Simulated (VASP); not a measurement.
# Ga (P6_3/mmc) in VASP: further runs

Ga is run at these levels: PBE; tasks: relaxation of cell and atoms.

All numbers are computed with VASP 6.6.1; they aren't measurements. Logs are shortened: lines on timing, memory, paths and dates and some standing lists are left out, and cuts for length are marked.

## 1. The cell of the first run

It takes space group P6_3/mmc (No. 194, hexagonal). The conventional cell has a = 2.530 Å, b = 2.530 Å, c = 4.157 Å, α = 90.00°, β = 90.00°, γ = 120.00°. Within 3.3 Å of Ga (site symmetry -6m2) lie 12 Ga at 2.53 to 2.54 Å.

This isn't the form of Ga at room conditions, which is orthorhombic.

## 2. Relaxation of cell and atoms, PBE, target pressure 82 GPa, at which the enthalpy is minimised

INCAR

```
SYSTEM = Ga
  PREC = Accurate
  ENCUT = 600
  EDIFF = 1E-6
  ISMEAR = -1
  SIGMA = 0.05
  LREAL = .False.
  LASPH = .True.
  NELM = 80
  ALGO = Normal
  ISIF = 3
  LWAVE = .False.
  LCHARG = .False.
  GGA = PE
  IBRION = 2
  NSW = 32
  EDIFFG = -0.005
  PSTRESS = 820.0
```

KPOINTS

```
regular mesh
0
Gamma
  17 17 9
  0 0 0
```

POSCAR

```
Ga
1.0
    2.5298366102      0.0000000000      0.0000000000
   -1.2649183051      2.1909027718      0.0000000000
    0.0000000000      0.0000000000      4.1570902746
Ga
2
Direct
    0.3333333333      0.6666666667      0.2500000000
    0.6666666667      0.3333333333      0.7500000000
```

Potentials or basis: VASP PAW PBE potentials, release 64 (Ga_d).

Launch:

```sh
$ cat potpaw_PBE.64/Ga_d/POTCAR > POTCAR
$ mpirun -np 1 vasp_std > vasp.out
```

OUTCAR:

```text
SYSTEM = Ga
   PREC = Accurate
   ENCUT = 600
   EDIFF = 1E-6
   ISMEAR = -1
   LREAL = .False.
   LASPH = .True.
   NELM = 80
   ISIF = 3
   GGA = PE
   IBRION = 2
   NSW = 32
   EDIFFG = -0.005
   PSTRESS = 820.0

 ion  position               nearest neighbor table
   1  0.333  0.667  0.250-   2 2.54   2 2.54   2 2.54   2 2.54   2 2.54   2 2.54
   2  0.667  0.333  0.750-   1 2.54   1 2.54   1 2.54   1 2.54   1 2.54   1 2.54

  LATTYP: Found a hexagonal cell.
 ALAT       =     2.5298366102
 C/A-ratio  =     1.6432248066

  Lattice vectors:

 A1 = (   2.5298366102,   0.0000000000,   0.0000000000)
 A2 = (  -1.2649183051,   2.1909027718,   0.0000000000)
 A3 = (   0.0000000000,   0.0000000000,   4.1570902746)

Analysis of symmetry for initial positions (statically):
=====================================================================
 Subroutine PRICEL returns:
 Original cell was already a primitive cell.

 Routine SETGRP: Setting up the symmetry group for a
 hexagonal supercell.

 Subroutine GETGRP returns: Found 24 space group operations
 (whereof 12 operations were pure point group operations)
 out of a pool of 24 trial point group operations.

The static configuration has the point symmetry D_3d.
 The point group associated with its full space group is D_6h.

Analysis of symmetry for dynamics (positions and initial velocities):
=====================================================================
 Subroutine PRICEL returns:
 Original cell was already a primitive cell.

 Routine SETGRP: Setting up the symmetry group for a
 hexagonal supercell.

 Subroutine GETGRP returns: Found 24 space group operations
 (whereof 12 operations were pure point group operations)
 out of a pool of 24 trial point group operations.

The dynamic configuration has the point symmetry D_3d.
 The point group associated with its full space group is D_6h.

 Subroutine INISYM returns: Found 24 space group operations
 (whereof 12 operations are pure point group operations),
 and found     1 'primitive' translations

----------------------------------------------------------------------------------------

                                     Primitive cell

  volume of cell :      23.0412

  direct lattice vectors                    reciprocal lattice vectors
[... 102 lines left out ...]
   ISMEAR =    -1;   SIGMA  =   0.05  broadening in eV -4-tet -1-fermi 0-gaus
   EFERMI_NEDOS =   21; number of points for ismear=-14 and -15
   IALGO  =     38    algorithm
   IMIX   =      4    mixing-type and parameters
     AMIX     =   0.40;   BMIX     =  1.00
     AMIX_MAG =   1.60;   BMIX_MAG =  1.00
  volume/ion in A,a.u.               =      11.52        77.74
  Fermi-wavevector in a.u.,A,eV,Ry     =   1.704372  3.220795 39.523323  2.904882
  Thomas-Fermi vector in A             =   2.783787
   LORBIT       =      0    0 simple, 1 ext, 2 COOP (PROOUT), +10 PAW based schemes
   GGA     = PE    functional components
   LHFCALC =     F    Hartree Fock is set to
   AEXX    =    0.0000 exact exchange contribution
   IVDW    =     0    specifies the selected vdW correction
   LEPSILON=     F    determine dielectric tensor
   LRPA    =     F    only Hartree local field effects (RPA)
 conjugate gradient relaxation of ions
 non-spin polarized calculation
  energy-cutoff  :      600.00
  volume of cell :       23.04
 maximum number of plane-waves:       782
   NGX = 11   NGY = 11   NGZ = 17

--------------------------------------- Ionic step        1  -------------------------------------------

 number of electron      26.0000004 magnetization

 Free energy of the ion-electron system (eV)
  ---------------------------------------------------
  ext. energy  EPLUGINS =         0.00000000
  ---------------------------------------------------
  free energy    TOTEN  =        -3.37369656 eV

  energy without entropy =       -3.36824315  energy(sigma->0) =       -3.37096985

------------------------ aborting loop because EDIFF is reached ----------------------------------------

  FORCE on cell =-STRESS in cart. coord.  units (eV):
  Direction    XX          YY          ZZ          XY          YZ          ZX
  --------------------------------------------------------------------------------------
  -------------------------------------------------------------------------------------
  Total       11.8962656     11.8962656     11.8915608      0.0000000      0.0000000      0.0000000
  in kB      827.2108089    827.2108089    826.8836561      0.0000000      0.0000000      0.0000000
  external PRESSURE =       7.1017580 kB  Pullay stress =     820.0000000 kB
[... 97 lines left out ...]
  energy  without entropy=       -3.3900062270  energy(sigma->0) =       -3.39272790

  enthalpy is  TOTEN    =         8.4188036762 eV   P V=       11.8142532437

[... ionic steps 4 to 8 ...]

--------------------------------------- Ionic step        9  -------------------------------------------

 number of electron      26.0000005 magnetization

------------------------ aborting loop because EDIFF is reached ----------------------------------------
[... 71 lines left out ...]
--------------------------------------- Ionic step       11  -------------------------------------------

 number of electron      26.0000005 magnetization

 Free energy of the ion-electron system (eV)
  ---------------------------------------------------
  ext. energy  EPLUGINS =         0.00000000
  ---------------------------------------------------
  free energy    TOTEN  =        -3.39282983 eV

  energy without entropy =       -3.38738760  energy(sigma->0) =       -3.39010871

 E-fermi :  11.6180     XC(G=0): -13.7231

 val. band max:       11.6046596009   @ k =   0.3529   0.2353   0.3333
 cond. band min:      11.6455491164   @ k =   0.2941   0.1176   0.1111
 fundamental gap:      0.0408895155
 Fermi energy:        11.6180039991

 k-point     1 :       0.0000    0.0000    0.0000
  band No.  band energies     occupation
      1      -4.9505      2.00000
      2      -4.4679      2.00000
      3      -4.4108      2.00000
      4      -4.4108      2.00000
      5      -4.3437      2.00000
      6      -4.3297      2.00000
[... 457 lines left out ...]
      4      -4.4083      2.00000
      5      -4.3109      2.00000
      6      -4.1719      2.00000
[... 9 lines left out ...]
     16      22.6517      0.00000
     17      22.9300      0.00000

 [... further k-points ...]

------------------------ aborting loop because EDIFF is reached ----------------------------------------

  FORCE on cell =-STRESS in cart. coord.  units (eV):
  Direction    XX          YY          ZZ          XY          YZ          ZX
  --------------------------------------------------------------------------------------
  -------------------------------------------------------------------------------------
  Total       11.8070282     11.8070282     11.8039476     -0.0000000      0.0000000      0.0000000
  in kB      819.6804016    819.6804015    819.4665367     -0.0000000      0.0000000      0.0000000
  external PRESSURE =      -0.3908867 kB  Pullay stress =     820.0000000 kB
[... 21 lines left out ...]
  energy  without entropy=       -3.3873875960  energy(sigma->0) =       -3.39010871

  enthalpy is  TOTEN    =         8.4188019590 eV   P V=       11.8116317915

 reached required accuracy - stopping structural energy minimisation
```

It took 6.1 min on 1 thread of Intel Xeon 8259CL, shared host; peak memory 0.2 GiB.

What came out:

- Free energy: -3.3928 eV
- Relaxed volume: 11.54 Å³/atom
- Relaxed cell: a = 2.531 Å, b = 2.531 Å, c = 4.159 Å, α = 90.00°, β = 90.00°, γ = 120.00°
- Space group after relaxing (to 0.1 Å): P6_3/mmc (No. 194)
- Energy change on relaxing (the run minimises the enthalpy): -9.6 meV/atom
- Ionic steps: 11
- Pressure after relaxing: 82.0 GPa
- Band gap on the k mesh: zero (bands 13 and 14 overlap by 8.82 eV)

The path:
```csv
step,energy change (eV),largest force (eV/Å),pressure (GPa),volume (Å³)
1,0.0000,0.0000,82.71,23.04
2,-0.0866,0.0000,79.73,23.21
3,-0.0218,0.0000,82.06,23.08
4,-0.0234,0.0000,81.86,23.09
5,-0.0223,0.0000,82.07,23.08
6,-0.0228,0.0000,81.92,23.09
7,-0.0144,0.0000,82.17,23.07
8,-0.0202,0.0000,81.93,23.08
9,-0.0185,0.0000,82.24,23.08
10,-0.0198,0.0000,81.80,23.08
11,-0.0191,0.0000,81.96,23.08
```

Final structure:
```xyz
2
Lattice="2.5313 0.0000 0.0000 -1.2656 2.1921 0.0000 0.0000 0.0000 4.1592" Properties=species:S:1:pos:R:3 pbc="T T T"
Ga    0.0000    1.4614    1.0398
Ga    1.2656    0.7307    3.1194
```

Caveat: the cell is relaxed towards a set pressure, so the run minimises the enthalpy, not the energy.

## 3. Relaxation of cell and atoms, PBE, target pressure 82 GPa, at which the enthalpy is minimised

This run uses another cell than the first one, of 11.61 Å³/atom.

INCAR

```
PREC = Accurate ; ENCUT = 600
EDIFF = 1E-6 ; ISMEAR = -1
SIGMA = 0.05 ; LREAL = F
LASPH = T ; NELM = 100
ALGO = Normal ; ISIF = 3
LWAVE = F ; LCHARG = F
GGA = PE ; IBRION = 2
NSW = 60 ; EDIFFG = -0.005
PSTRESS = 820.0
```

KPOINTS

```
regular mesh
0
Gamma
  17 17 9
```

POSCAR

```
Ga
1.0
    2.5486488005      0.0000000000      0.0000000000
   -1.2743244002      2.2071946065      0.0000000000
    0.0000000000      0.0000000000      4.1288110568
Ga
2
Direct
    0.3333333333      0.6666666667      0.2500000000
    0.6666666667      0.3333333333      0.7500000000
```

Potentials or basis: VASP PAW PBE potentials, release 64 (Ga_d).

Launch:

```sh
$ cat potpaw_PBE.64/Ga_d/POTCAR > POTCAR
$ mpirun -np 1 vasp_std > vasp.out
```

It took 5.8 min on 1 thread of Intel Xeon 8259CL, shared host; peak memory 0.2 GiB.

It converged, with:

* Free energy: -3.3932 eV
* Relaxed volume: 11.54 Å³/atom
* Relaxed cell: a = 2.531 Å, b = 2.531 Å, c = 4.159 Å, α = 90.00°, β = 90.00°, γ = 120.00°
* Space group after relaxing (to 0.1 Å): P6_3/mmc (No. 194)
* Energy change on relaxing (the run minimises the enthalpy): +35.9 meV/atom
* Ionic steps: 8
* Pressure after relaxing: 82.0 GPa
* Band gap on the k mesh: zero (bands 13 and 14 overlap by 8.82 eV)

The path:
```tsv
step	energy change (eV)	largest force (eV/Å)	pressure (GPa)	volume (Å³)
1	0.0000	0.0000	79.87	23.23
2	0.2681	0.0000	88.00	22.71
3	0.1002	0.0000	82.75	23.03
4	0.0746	0.0000	82.13	23.07
5	0.0745	0.0000	82.06	23.07
6	0.0690	0.0000	81.86	23.08
7	0.0733	0.0000	82.07	23.08
8	0.0718	0.0000	81.97	23.08
```

Final structure:
```yaml
crystal:
  lattice:
    - [2.53126, 0.00000, 0.00000]
    - [-1.26563, 2.19213, 0.00000]
    - [0.00000, 0.00000, 4.15923]
  atoms:
    - { symbol: Ga, position: [0.33333, 0.66667, 0.25000] }
    - { symbol: Ga, position: [0.66667, 0.33333, 0.75000] }
```

Levels at points of the mesh, in eV from the Fermi level:
```
           k point  band 9  band 10  band 11  band 12  band 13  band 14  band 15  band 16  band 17
(0.00, 0.00, 0.00)  -15.80   -15.42   -15.42    -7.18    -5.64    14.44    14.44    16.67    16.67
```

Caveat: the cell is relaxed towards a set pressure, so the run minimises the enthalpy, not the energy.
